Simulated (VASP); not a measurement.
Input of a VASP 6.6.1 run:

The input INCAR:

```
SYSTEM = KTmH4
ALGO     = Normal         ! electronic algorithm
EDIFF    = 1E-7           ! SCF threshold, eV
EDIFFG   = -0.04          ! ionic threshold
ENCUT    = 500            ! plane-wave cutoff, eV
GGA      = PE             ! functional
GGA_COMPAT= .False.      
IBRION   = 2              ! ionic algorithm
ISIF     = 3              ! what is computed and relaxed
ISMEAR   = 0              ! smearing method
LASPH    = .True.         ! aspherical terms in the spheres
LCHARG   = .False.        ! write CHGCAR
LMAXMIX  = 6              ! l up to which the mixer works
LREAL    = .False.        ! projectors in reciprocal space
LWAVE    = .False.        ! write WAVECAR
NELM     = 200            ! most SCF steps
NELMIN   = 4            
NSW      = 90             ! ionic steps
PREC     = Accurate       ! precision mode
SIGMA    = 0.1            ! smearing width, eV
```

Contents of KPOINTS:

```
k-points
0
Gamma
  4 4 4
  0 0 0
```

POSCAR

```
KTmH4
1.0
    0.0000000000      3.7368345300      3.7368345300
    3.7368345300      0.0000000000      3.7368345300
    3.7368345300      3.7368345300      0.0000000000
K Tm H
1 1 4
Direct
    0.2500000000      0.2500000000      0.2500000000
    0.7500000000      0.7500000000      0.7500000000
    0.5946774900      0.5946774900      0.5946774900
    0.5946774900      0.5946774900      0.2159675400
    0.5946774900      0.2159675400      0.5946774900
    0.2159675400      0.5946774900      0.5946774900
```

Potentials or basis: VASP PAW PBE potentials, release 64 (K_sv, Tm_3, H), 4f in core.

Launch:

```sh
$ cat potpaw_PBE.64/K_sv/POTCAR potpaw_PBE.64/Tm_3/POTCAR potpaw_PBE.64/H/POTCAR > POTCAR
$ mpirun -np 1 vasp_std > vasp.out
```

(1) Estimate the space group after relaxing (to 0.1 Å).

(2) Estimate the relaxed volume.

Results:

(1) F-43m (No. 216).

(2) 24.73 Å³/atom.

Caveat: the volume moved by over 15 % at a fixed basis, so the end points are rough.
